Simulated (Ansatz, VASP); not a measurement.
**PbSe: VASP beside Ansatz**

The input INCAR:

```
SYSTEM = PbSe
PREC     = Accurate       ! precision mode
ENCUT    = 520            ! plane-wave cutoff, eV
EDIFF    = 1E-6           ! SCF threshold, eV
ISMEAR   = 0              ! smearing method
SIGMA    = 0.02           ! smearing width, eV
LREAL    = .False.        ! projectors in reciprocal space
LASPH    = .True.         ! aspherical terms in the spheres
NELM     = 60             ! most SCF steps
ALGO     = Normal         ! electronic algorithm
ISIF     = 2              ! what is computed and relaxed
LWAVE    = .False.        ! write WAVECAR
LCHARG   = .True.         ! write CHGCAR
GGA      = PS             ! functional
LELF     = .True.         ! ELF
LVHAR    = .True.       
NBANDS   = 28             ! bands
```

The input KPOINTS:

```
Automatic mesh
0
Gamma
  6 6 6
  0 0 0
```

Contents of POSCAR:

```
PbSe
1.0
   -0.0157881161     11.9654362713      3.1176485849
    3.1078122999     -0.0106133790      3.1426496242
    3.0803975396     11.9648243067     -0.0134015175
Pb Se
2 2
Direct
    0.1771675430      0.8190342280      0.1920973689
    0.7737531476      0.2309466215      0.8577277243
    0.6950626896      0.2347261984      0.6851750508
    0.3200180365      0.6812935354      0.2989992727
```

Input for Ansatz:

```yaml
crystal:
  lattice:
    - [-0.0157881161, 11.9654362713, 3.1176485849]
    - [3.1078122999, -0.010613379, 3.1426496242]
    - [3.0803975396, 11.9648243067, -0.0134015175]
  atoms:
    - { symbol: Pb, position: [0.177167543, 0.819034228, 0.1920973689] }
    - { symbol: Pb, position: [0.7737531476, 0.2309466215, 0.8577277243] }
    - { symbol: Se, position: [0.6950626896, 0.2347261984, 0.6851750508] }
    - { symbol: Se, position: [0.3200180365, 0.6812935354, 0.2989992727] }
basis:
  ecutwfc: 420
kpoints:
  mp_grid: { grid: [6, 6, 6] }
hamiltonian:
  xc: pbesol
scf:
  occupations: { method: gaussian, width: 0.02 }
output:
  forces: true
  stress: true
  eigenvalues: true
```

Change from the starting cell: all atoms moved at random, cell strained at random.

Alike in both runs: task single point; functional PBEsol; k mesh 6 × 6 × 6; occupations gaussian, width 0.02 eV; no spin polarisation.

```csv
,VASP,Ansatz
version,VASP 6.6.1,Ansatz 0.2.0
potentials or method,"VASP PAW PBE potentials, release 64 (Pb_d, Se), cutoff 520 eV","scalar-relativistic, plane waves, PAW"
valence electrons in the cell,40,60
```

```tsv
	VASP	Ansatz	Ansatz less VASP
gap on the k mesh at the Fermi level (eV)	1.63	1.63	+0.001
least direct gap on the mesh (eV)	1.65	1.65	-0.003
pressure (GPa)	-1.5	-1.5	0.00
traceless stress, the component that is largest in VASP (GPa)	1.34	1.33	-0.012
rms of the force components (eV/Å)	0.393	0.393	0.0000
```

VASP's potentials were made for PBE, not for PBEsol. Atom by atom the forces differ by 0.005 eV/Å (rms over components). VASP's potentials hold 40 valence electrons a cell and Ansatz's 60, so a difference there can come from the potentials and not from the codes.

Neither program's run includes spin-orbit coupling.
